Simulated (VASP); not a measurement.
Wanted: the native input for a VASP 6.6.1 run.

| Quantity | Value |
| --- | --- |
| Task | single point |
| Functional | PBE0 |
| Potentials or basis | VASP PAW PBE potentials, release 64 (Al) |
| Cutoff | 520 eV |
| k mesh | 6 × 6 × 6 |
| Occupations | fermi-dirac, width 0.05 eV |
| Spin | no spin polarisation |
| Dipole correction | no |
| Grid for exact exchange (PRECFOCK) | Normal |
| Further INCAR settings | ALGO = Normal; EDIFF = 1e-06; NBANDS = 8 |
| Share of exact exchange | 0.25 |

Al:

```xyz
1
Lattice="-1.6115 1.6115 1.6115 1.6115 -1.6115 1.6115 1.6115 1.6115 -1.6115" Properties=species:S:1:pos:R:3 pbc="T T T"
Al    0.0000    0.0000    0.0000
```

This isn't the form of Al at room conditions, which is fcc.

One way to write it, as run:

POSCAR

```
Al
1.0
   -1.6114657336      1.6114657336      1.6114657336
    1.6114657336     -1.6114657336      1.6114657336
    1.6114657336      1.6114657336     -1.6114657336
Al
1
Direct
    0.0000000000      0.0000000000      0.0000000000
```

INCAR.step1

```
SYSTEM = Al
PREC = Accurate
ENCUT = 520
EDIFF = 1E-5
ISMEAR = -1
SIGMA = 0.05
LREAL = .False.
LASPH = .True.
NELM = 60
ALGO = Normal
ISIF = 2
LWAVE = .True.
LCHARG = .False.
GGA = PE
NBANDS = 8
```

INCAR.step2

```
SYSTEM = Al
PREC = Accurate
ENCUT = 520
EDIFF = 1E-6
ISMEAR = -1
SIGMA = 0.05
LREAL = .False.
LASPH = .True.
NELM = 60
ALGO = Normal
ISIF = 2
LWAVE = .False.
LCHARG = .False.
GGA = PE
LHFCALC = .True.
AEXX = 0.25
PRECFOCK = Normal
ISTART = 1
NBANDS = 8
```

KPOINTS

```
Automatic mesh
0
Gamma
  6 6 6
  0 0 0
```

Potentials or basis: VASP PAW PBE potentials, release 64 (Al).

Run with:

```bash
$ cat potpaw_PBE.64/Al/POTCAR > POTCAR
$ cp INCAR.step1 INCAR
$ mpirun -np 1 vasp_std > vasp.out
$ cp INCAR.step2 INCAR
$ mpirun -np 1 vasp_std > vasp.out
```

Results of the run:

```json
{"Pressure": "0.0 GPa", "Band gap on the k mesh": "zero (an odd number of electrons rules out a gap without spin polarisation)"}
```

Caveat: the k points lie up to 0.46 Å⁻¹ apart, too coarse for converged energies and pressures of a metal; the PAW data sets were made with another functional, which shifts forces and pressure a little.

Wall time 83 s on 1 thread of AMD EPYC 7R13 (shared host), peak memory 0.11 GiB.
